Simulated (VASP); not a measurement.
A run of VASP 6.6.1 is set up as follows.

The input POSCAR:

```
GaN
1.0
    3.1831168328      0.0000000000      0.0000000000
   -1.5915584164      2.7566600404      0.0000000000
    0.0000000000      0.0000000000      5.1833725835
Ga N
2 2
Direct
    0.3333333333      0.6666666667      0.0026078057
    0.6666666667      0.3333333333      0.5026078057
    0.3333333333      0.6666666667      0.3793921943
    0.6666666667      0.3333333333      0.8793921943
```

The input INCAR.step1:

```
  PREC = Accurate
  ENCUT = 520
  ISMEAR = 0
  SIGMA = 0.01
  LREAL = F
  LASPH = T
  NELM = 80
  NBANDS = 26
  GGA = PE
  ALGO = Normal
  EDIFF = 1E-4
  LWAVE = T
  LCHARG = F
```

File INCAR.step2:

```
  PREC = Accurate
  ENCUT = 520
  EDIFF = 1E-6
  ISMEAR = 0
  SIGMA = 0.01
  LREAL = F
  LASPH = T
  NELM = 80
  ALGO = Normal
  ISIF = 2
  LWAVE = F
  LCHARG = F
  METAGGA = R2SCAN
  LMIXTAU = T
  NBANDS = 26
  ISTART = 1
```

Contents of KPOINTS:

```
Automatic mesh
0
Gamma
  8 8 5
```

Potentials or basis: VASP PAW PBE potentials, release 64 (Ga_d, N).

Command:

```sh
$ cat potpaw_PBE.64/Ga_d/POTCAR potpaw_PBE.64/N/POTCAR > POTCAR
$ cp INCAR.step1 INCAR
$ mpirun -np 1 vasp_std > vasp.out
$ cp INCAR.step2 INCAR
$ mpirun -np 1 vasp_std > vasp.out
```

Problem. Estimate the pressure.

Solution. 1.1 GPa.

Problem. What does it give for the band gap on the k mesh?

Solution. 2.34 eV, direct.

Problem. What does it give for the largest force?

Solution. 0.011 eV/Å.

Forces in eV/Å, atoms in the order of the input:
```
Ga   0.000  0.000  0.011
Ga   0.000  0.000  0.011
N    0.000  0.000 -0.011
N    0.000  0.000 -0.011
```

Caveat: the PAW data sets were made with another functional, which shifts forces and pressure a little. r2SCAN opens gaps a little over a GGA but as a rule still falls short of measured ones.
